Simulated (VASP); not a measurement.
GaN:

```
Ga N
1.0
     0.00000    2.13524    2.13524
     2.13524    0.00000    2.13524
     2.13524    2.13524    0.00000
Ga N
1 1
Direct
  0.00000 0.00000 0.00000
  0.50000 0.50000 0.50000
```

```yaml
Program: VASP 6.6.1
Task: relaxation of cell and atoms
Functional: LDA
Potentials_or_basis: VASP PAW LDA potentials, release 64 (Ga_d, N)
Cutoff: 600 eV
k_mesh: 8 × 8 × 8
Occupations: gaussian, width 0.1 eV
Spin: no spin polarisation
```

At the start: pressure -12.7 GPa; volume 9.74 Å³/atom.

Task: Where does the relaxation end?

Result: Over 3 steps the energy falls by 23.2 meV/atom and the volume is 9.19 Å³/atom (-5.6 %); space group Fm-3m (No. 225, to 0.05 Å).

The path:
| step | energy change (eV) | largest force (eV/Å) | pressure (GPa) | volume (Å³) |
| --- | --- | --- | --- | --- |
| 1 | 0.0000 | 0.0000 | -12.68 | 19.47 |
| 2 | -0.0008 | 0.0000 | 15.58 | 17.38 |
| 3 | -0.0464 | 0.0000 | -0.16 | 18.37 |

Final structure:
```
Ga N
1.0
     0.00000    2.09436    2.09436
     2.09436    0.00000    2.09436
     2.09436    2.09436    0.00000
Ga N
1 1
Direct
  0.00000 0.00000 0.00000
  0.50000 0.50000 0.50000
```
